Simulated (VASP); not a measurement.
# I (Fmmm) in VASP: further runs, part 2 of 2

VASP 6.6.1. Earlier steps stand in the parts before.

**3. Relaxation of cell and atoms, BLYP+D3(BJ)**

This run uses another cell than the first one, of 40.55 Å³/atom.

The input, INCAR:

```
PREC     = Accurate       # precision mode
ENCUT    = 600            # plane-wave cutoff, eV
EDIFF    = 1E-6           # SCF threshold, eV
ISMEAR   = -1             # smearing method
SIGMA    = 0.05           # smearing width, eV
LREAL    = False          # projectors in reciprocal space
LASPH    = True           # aspherical terms in the spheres
NELM     = 60             # most SCF steps
ALGO     = Normal         # electronic algorithm
ISIF     = 3              # what is computed and relaxed
LWAVE    = False          # write WAVECAR
LCHARG   = False          # write CHGCAR
GGA      = B5             # functional
ALDAX    = 1.0          
AGGAX    = 1.0          
AGGAC    = 1.0          
ALDAC    = 0.0          
IVDW     = 12             # dispersion correction
VDW_S6   = 1.0          
VDW_S8   = 2.6996       
VDW_A1   = 0.4298       
VDW_A2   = 4.2359       
IBRION   = 2              # ionic algorithm
NSW      = 60             # ionic steps
EDIFFG   = -0.01          # ionic threshold
```

The input, KPOINTS:

```
regular mesh
0
Gamma
  9 9 9
```

The input, POSCAR:

```
I
1.0
    0.0000000000      2.3656004428      3.9098401324
    2.1922454667      0.0000000000      3.9098401324
    2.1922454667      2.3656004428      0.0000000000
I
1
Direct
    0.0000000000      0.0000000000      0.0000000000
```

Potentials or basis: VASP PAW PBE potentials, release 64 (I).

Launch:

```console
cat potpaw_PBE.64/I/POTCAR > POTCAR
mpirun -np 1 vasp_std > vasp.out
```

OUTCAR:

```text
PREC = Accurate
   ENCUT = 600
   EDIFF = 1E-6
   ISMEAR = -1
   LREAL = False
   LASPH = True
   NELM = 60
   ISIF = 3
   GGA = B5
   IVDW = 12
   IBRION = 2
   NSW = 60
   EDIFFG = -0.01
 IVDW          = 12

 ion  position               nearest neighbor table
   1  0.000  0.000  0.000-

  LATTYP: Found a face centered orthorhombic cell.
 ALAT       =     4.3844909334
 B/A-ratio  =     1.0790764441
 C/A-ratio  =     1.7834864717

  Lattice vectors:

 A1 = (   0.0000000000,   2.3656004428,   3.9098401324)
 A2 = (   2.1922454667,   0.0000000000,   3.9098401324)
 A3 = (   2.1922454667,   2.3656004428,   0.0000000000)

Analysis of symmetry for initial positions (statically):
=====================================================================
 Subroutine PRICEL returns:
 Original cell was already a primitive cell.

 Routine SETGRP: Setting up the symmetry group for a
 face centered orthorhombic supercell.

 Subroutine GETGRP returns: Found  8 space group operations
 (whereof  8 operations were pure point group operations)
 out of a pool of  8 trial point group operations.

The static configuration has the point symmetry D_2h.

Analysis of symmetry for dynamics (positions and initial velocities):
=====================================================================
 Subroutine PRICEL returns:
 Original cell was already a primitive cell.

 Routine SETGRP: Setting up the symmetry group for a
 face centered orthorhombic supercell.

 Subroutine GETGRP returns: Found  8 space group operations
 (whereof  8 operations were pure point group operations)
 out of a pool of  8 trial point group operations.

The dynamic configuration has the point symmetry D_2h.

 Subroutine INISYM returns: Found  8 space group operations
 (whereof  8 operations are pure point group operations),
 and found     1 'primitive' translations

----------------------------------------------------------------------------------------

                                     Primitive cell

  volume of cell :      40.5527

  direct lattice vectors                    reciprocal lattice vectors
     0.000000000  2.365600443  3.909840132    -0.228076649  0.211362828  0.127882467
     2.192245467  0.000000000  3.909840132     0.228076649 -0.211362828  0.127882467
     2.192245467  2.365600443  0.000000000     0.228076649  0.211362828 -0.127882467

  length of vectors
     4.569782852  4.482498193  3.225214046     0.336224818  0.336224818  0.336224818

  position of ions in fractional coordinates (direct lattice)
     0.000000000  0.000000000  0.000000000

  ion indices of the primitive-cell ions
   primitive index   ion index
                 1           1

----------------------------------------------------------------------------------------

 KPOINTS: regular mesh

Automatic generation of k-mesh.
 Grid dimensions read from file:
 generate k-points for:    9    9    9

 Generating k-lattice:

  Cartesian coordinates                     Fractional coordinates (reciprocal lattice)
    -0.025341850  0.023484759  0.014209163     0.111111111  0.000000000  0.000000000
     0.025341850 -0.023484759  0.014209163     0.000000000  0.111111111  0.000000000
     0.025341850  0.023484759 -0.014209163     0.000000000  0.000000000  0.111111111

  Length of vectors
     0.037358313  0.037358313  0.037358313

  Shift w.r.t. Gamma in fractional coordinates (k-lattice)
     0.000000000  0.000000000  0.000000000

 Subroutine IBZKPT returns following result:
 ===========================================

 Found    125 irreducible k-points:

 Following reciprocal coordinates:
            Coordinates               Weight
  0.000000  0.000000  0.000000      1.000000
  0.111111  0.000000  0.000000      8.000000
  0.222222  0.000000  0.000000      8.000000
  0.333333  0.000000  0.000000      8.000000
  0.444444  0.000000  0.000000      8.000000
  0.111111  0.111111  0.000000      2.000000
[... 16 lines left out ...]
 -0.333333  0.333333 -0.000000      4.000000
  0.444444  0.444444  0.000000      2.000000
 [... further k-points ...]
   k-points           NKPTS =    125   k-points in BZ     NKDIM =    125   number of bands    NBANDS=      7
   number of dos      NEDOS =    301   number of ions     NIONS =      1
   total plane-waves  NPLWV =  40320
   dimension x,y,z NGX =    40 NGY =   36 NGZ =   28
   dimension x,y,z NGXF=    80 NGYF=   72 NGZF=   56
   ions per type =               1
   NGX,Y,Z   is equivalent  to a cutoff of  14.55, 13.35, 14.43 a.u.
   NGXF,Y,Z  is equivalent  to a cutoff of  29.10, 26.70, 28.87 a.u.
 SYSTEM =  unknown system
   PREC   = accura    normal or accurate (medium, high low for compatibility)
   ISTART =      0    job   : 0-new  1-cont  2-samecut
   ICHARG =      2    charge: 1-file 2-atom 10-const
   ISPIN  =      1    spin polarized calculation?
   LNONCOLLINEAR =      F non collinear calculations
   LSORBIT =      F    spin-orbit coupling
   LASPH  =      T    aspherical Exc in radial PAW
   ENCUT  =  600.0 eV  44.10 Ry    6.64 a.u.   9.13  8.95  6.44*2*pi/ulx,y,z
   NELM   =     60;   NELMIN=  2; NELMDL= -5     # of ELM steps
   EDIFF  = 0.1E-05   stopping-criterion for ELM
   LREAL  =      F    real-space projection
   EDIFFG = -.1E-01   stopping-criterion for IOM
   NSW    =     60    number of steps for IOM
   IBRION =      2    ionic relax: 0-MD 1-quasi-New 2-CG
   NFREE  =      1    steps in history (QN), initial steepest desc. (CG)
   ISIF   =      3    stress and relaxation
   ISYM   =      2    0-nonsym 1-usesym 2-fastsym
   POTIM  = 0.5000    time-step for ionic-motion
   TEBEG  =    0.0;   TEEND  =   0.0 temperature during run
   PSTRESS=    0.0 pullay stress
   NELECT =       7.0000    total number of electrons
   NUPDOWN=      -1.0000    fix difference up-down
   EMIN   =  10.00;   EMAX   =-10.00  energy-range for DOS
   EFERMI =   0.00;   METHOD = LEGACY
   ISMEAR =    -1;   SIGMA  =   0.05  broadening in eV -4-tet -1-fermi 0-gaus
   EFERMI_NEDOS =   21; number of points for ismear=-14 and -15
   IALGO  =     38    algorithm
   IMIX   =      4    mixing-type and parameters
     AMIX     =   0.40;   BMIX     =  1.00
     AMIX_MAG =   1.60;   BMIX_MAG =  1.00
  volume/ion in A,a.u.               =      40.55       273.66
  Fermi-wavevector in a.u.,A,eV,Ry     =   0.911523  1.722529 11.304731  0.830874
  Thomas-Fermi vector in A             =   2.035812
   LORBIT       =      0    0 simple, 1 ext, 2 COOP (PROOUT), +10 PAW based schemes
   GGA     = B5    functional components
   LHFCALC =     F    Hartree Fock is set to
   AEXX    =    0.0000 exact exchange contribution
   IVDW    =    12    specifies the selected vdW correction
   LEPSILON=     F    determine dielectric tensor
   LRPA    =     F    only Hartree local field effects (RPA)
 conjugate gradient relaxation of ions
 non-spin polarized calculation
  energy-cutoff  :      600.00
  volume of cell :       40.55
 maximum number of plane-waves:      1376
 NGX is ok and might be reduce to    40
   NGX = 19   NGY = 17   NGZ = 13

--------------------------------------- Ionic step        1  -------------------------------------------

 number of electron       6.9999999 magnetization

 Free energy of the ion-electron system (eV)
  ---------------------------------------------------
  ext. energy  EPLUGINS =         0.00000000
  ---------------------------------------------------
  free energy    TOTEN  =        -0.98017608 eV

  energy without entropy =       -0.97498036  energy(sigma->0) =       -0.97757822

------------------------ aborting loop because EDIFF is reached ----------------------------------------

 Edisp (eV)   -0.72542

 E8    (eV) :    -0.5381
[... 102 lines left out ...]
  FREE ENERGIE OF THE ION-ELECTRON SYSTEM (eV)
  ---------------------------------------------------
  free  energy   TOTEN  =        -1.7200898700 eV

  energy  without entropy=       -1.7141476892  energy(sigma->0) =       -1.71711878

[... ionic steps 4 to 12 ...]

--------------------------------------- Ionic step       13  -------------------------------------------

 number of electron       7.0000000 magnetization

------------------------ aborting loop because EDIFF is reached ----------------------------------------
[... 73 lines left out ...]
--------------------------------------- Ionic step       15  -------------------------------------------

 number of electron       7.0000000 magnetization

 Free energy of the ion-electron system (eV)
  ---------------------------------------------------
  ext. energy  EPLUGINS =         0.00000000
  ---------------------------------------------------
  free energy    TOTEN  =        -0.92552326 eV

  energy without entropy =       -0.91921161  energy(sigma->0) =       -0.92236743

 E-fermi :   4.5488     XC(G=0):  -8.1318

 val. band max:        4.5457315056   @ k =   0.2222   0.1111   0.1111
 cond. band min:       4.5607621423   @ k =   0.1111   0.0000   0.1111
 fundamental gap:      0.0150306367
 Fermi energy:         4.5488182346

 k-point     1 :       0.0000    0.0000    0.0000
  band No.  band energies     occupation
      1      -9.3338      2.00000
      2       3.2634      2.00000
      3       5.4715      0.00000
      4       5.4896      0.00000
      5       9.9202      0.00000
      6      12.3081      0.00000
      7      13.2482      0.00000
[... 221 lines left out ...]
 k-point    24 :       0.4444    0.4444    0.0000
  band No.  band energies     occupation
      1      -8.8884      2.00000
      2       0.3283      2.00000
      3       5.0712      0.00006
      4       5.0926      0.00004
      5      11.4599      0.00000
      6      11.7577      0.00000
      7      16.7890      0.00000

 [... further k-points ...]

------------------------ aborting loop because EDIFF is reached ----------------------------------------

 Edisp (eV)   -0.80420

 E8    (eV) :    -0.5990
[... 24 lines left out ...]
  FREE ENERGIE OF THE ION-ELECTRON SYSTEM (eV)
  ---------------------------------------------------
  free  energy   TOTEN  =        -1.7297220741 eV

  energy  without entropy=       -1.7234104316  energy(sigma->0) =       -1.72656625

 reached required accuracy - stopping structural energy minimisation
```

Wall time 11 min (1 thread of Intel Xeon 8259CL, shared host); peak memory 0.23 GiB.

Results:

```yaml
Free_energy: -1.7297 eV
Relaxed_volume: 37.60 Å³/atom
Relaxed_cell: a = 4.253 Å, b = 4.246 Å, c = 3.241 Å, α = 67.69°, β = 67.47°, γ = 44.84°
Space_group_after_relaxing_to_0.1_Å: I4/mmm (No. 139)
Energy_gained_by_relaxing: 24.1 meV/atom
Ionic_steps: 15
Pressure_after_relaxing: 0.0 GPa
Band_gap_on_the_k_mesh: zero (an odd number of electrons rules out a gap without spin polarisation)
Dispersion_energy_per_atom: -0.804 eV
```

The path:
| step | energy change (eV) | largest force (eV/Å) | pressure (GPa) | volume (Å³) |
| --- | --- | --- | --- | --- |
| 1 | 0.0000 | 0.0000 | -0.20 | 40.55 |
| 2 | -0.0098 | 0.0000 | -0.65 | 40.25 |
| 3 | -0.0145 | 0.0000 | -1.05 | 39.90 |
| 4 | -0.0212 | 0.0000 | -0.43 | 38.51 |
| 5 | -0.0226 | 0.0000 | 0.03 | 37.64 |
| 6 | -0.0226 | 0.0000 | 0.08 | 37.56 |
| 7 | -0.0229 | 0.0000 | 0.05 | 37.55 |
| 8 | -0.0233 | 0.0000 | -0.05 | 37.49 |
| 9 | -0.0236 | 0.0000 | 0.03 | 37.42 |
| 10 | -0.0238 | 0.0000 | 0.18 | 37.31 |
| 11 | -0.0240 | 0.0000 | 0.06 | 37.47 |
| 12 | -0.0241 | 0.0000 | -0.04 | 37.60 |
| 13 | -0.0241 | 0.0000 | -0.02 | 37.59 |
| 14 | -0.0241 | 0.0000 | -0.03 | 37.60 |
| 15 | -0.0241 | 0.0000 | 0.00 | 37.60 |

Final structure:
```
I
1.0
     0.00000    2.29816    3.57818
     2.28598    0.00000    3.57818
     2.28598    2.29816    0.00000
I
1
Cartesian
  2.2860 2.2982 0.0000
```

Caveat: the PAW data sets were made with another functional, which shifts forces and pressure a little; spin-orbit coupling is left out, which moves the levels of the heavy elements; an odd number of electrons without spin polarisation forces a metal; a magnetic or distorted state may lie lower.

**4. Relaxation of cell and atoms, BLYP+D4**

This run uses another cell than the first one, of 40.55 Å³/atom.

The input, INCAR:

```
SYSTEM = I
AGGAC    = 1.0          
AGGAX    = 1.0          
ALDAC    = 0.0          
ALDAX    = 1.0          
ALGO     = Normal         ! electronic algorithm
EDIFF    = 1E-6           ! SCF threshold, eV
EDIFFG   = -0.01          ! ionic threshold
ENCUT    = 600            ! plane-wave cutoff, eV
GGA      = B5             ! functional
IBRION   = 2              ! ionic algorithm
ISIF     = 3              ! what is computed and relaxed
ISMEAR   = -1             ! smearing method
IVDW     = 13             ! dispersion correction
LASPH    = .True.         ! aspherical terms in the spheres
LCHARG   = .False.        ! write CHGCAR
LREAL    = .False.        ! projectors in reciprocal space
LWAVE    = .False.        ! write WAVECAR
NELM     = 100            ! most SCF steps
NSW      = 60             ! ionic steps
PREC     = Accurate       ! precision mode
SIGMA    = 0.05           ! smearing width, eV
VDW_A1   = 0.44488865   
VDW_A2   = 4.0933009    
VDW_S6   = 1.0          
VDW_S8   = 2.34076671
```

The input, KPOINTS:

```
k-points
0
Gamma
  9 9 9
  0 0 0
```

POSCAR is that of step 3.

Launch:

```console
cat potpaw_PBE.64/I/POTCAR > POTCAR
mpirun -np 1 vasp_std > vasp.out
```

Run time: 14 min. Hardware: 1 thread of Intel Xeon 8259CL, shared host; peak memory 0.23 GiB.

Results (log left out):

```yaml
Free_energy: -1.6539 eV
Relaxed_volume: 38.58 Å³/atom
Relaxed_cell: a = 4.310 Å, b = 4.309 Å, c = 3.254 Å, α = 67.83°, β = 67.81°, γ = 44.36°
Space_group_after_relaxing_to_0.1_Å: I4/mmm (No. 139)
Energy_gained_by_relaxing: 17.0 meV/atom
Ionic_steps: 18
Pressure_after_relaxing: 0.0 GPa
Band_gap_on_the_k_mesh: zero (an odd number of electrons rules out a gap without spin polarisation)
Dispersion_energy_per_atom: -0.706 eV
```

Step by step:
```
step  energy change (eV)  largest force (eV/Å)  pressure (GPa)  volume (Å³)
   1              0.0000                0.0000            0.18        40.55
   2             -0.0072                0.0000           -0.59        40.81
   3             -0.0077                0.0000           -0.80        40.88
   4             -0.0132                0.0000           -0.49        39.75
   5             -0.0157                0.0000           -0.08        38.58
   6             -0.0157                0.0000            0.00        38.46
   7             -0.0157                0.0000           -0.07        38.50
   8             -0.0160                0.0000            0.07        38.45
   9             -0.0160                0.0000            0.13        38.42
  10             -0.0163                0.0000            0.06        38.51
  11             -0.0164                0.0000            0.02        38.59
  12             -0.0166                0.0000           -0.08        38.75
  13             -0.0165                0.0000           -0.27        39.07
  14             -0.0166                0.0000           -0.13        38.85
  15             -0.0168                0.0000           -0.07        38.75
  16             -0.0169                0.0000            0.04        38.57
  17             -0.0170                0.0000           -0.06        38.58
  18             -0.0170                0.0000           -0.03        38.58
```

Final structure:
```
I
1.0
     0.00000    2.30136    3.64396
     2.30000    0.00000    3.64396
     2.30000    2.30136    0.00000
I
1
Direct
  0.00000 0.00000 0.00000
```

Levels at points of the mesh, in eV from the Fermi level:
```tsv
k point	band 1	band 2	band 3	band 4	band 5	band 6	band 7
(0.00, 0.00, 0.00)	-13.78	-1.36	0.90	0.90	5.26	7.75	8.62
```

Caveat: the PAW data sets were made with another functional, which shifts forces and pressure a little; spin-orbit coupling is left out, which moves the levels of the heavy elements; an odd number of electrons without spin polarisation forces a metal; a magnetic or distorted state may lie lower.

**5. The runs side by side**

| task | level | cell | cutoff (eV) | gap on the mesh (eV) | pressure (GPa) | relaxed volume (Å³/atom) |
| --- | --- | --- | --- | --- | --- | --- |
| single point | r2SCAN+D3(BJ) | a = 4.600, b = 4.512, c = 3.247 Å, angles 70.6, 67.7, 41.7°, 1 atom | 520 | none | -1.1 | - |
| relaxation of cell and atoms | BLYP+D3(BJ) | relaxed from a = 4.570, b = 4.482, c = 3.225 Å, angles 70.6, 67.7, 41.7°, 1 atom | 600 | none | 0.0 | 37.60 |
| relaxation of cell and atoms | BLYP+D4 | relaxed from a = 4.570, b = 4.482, c = 3.225 Å, angles 70.6, 67.7, 41.7°, 1 atom | 600 | none | 0.0 | 38.58 |

Alike in all rows: potentials or basis VASP PAW PBE potentials, release 64 (I); no spin polarisation; k mesh 9 × 9 × 9; smearing fermi-dirac 0.05 eV.

Caveats: the PAW data sets were made with another functional, which shifts forces and pressure a little; spin-orbit coupling is left out, which moves the levels of the heavy elements; an odd number of electrons without spin polarisation forces a metal; a magnetic or distorted state may lie lower.

Absolute energies hang on the potentials; compare differences alone.

The gap in the log of VASP goes by the Fermi energy; the results here count the filled bands.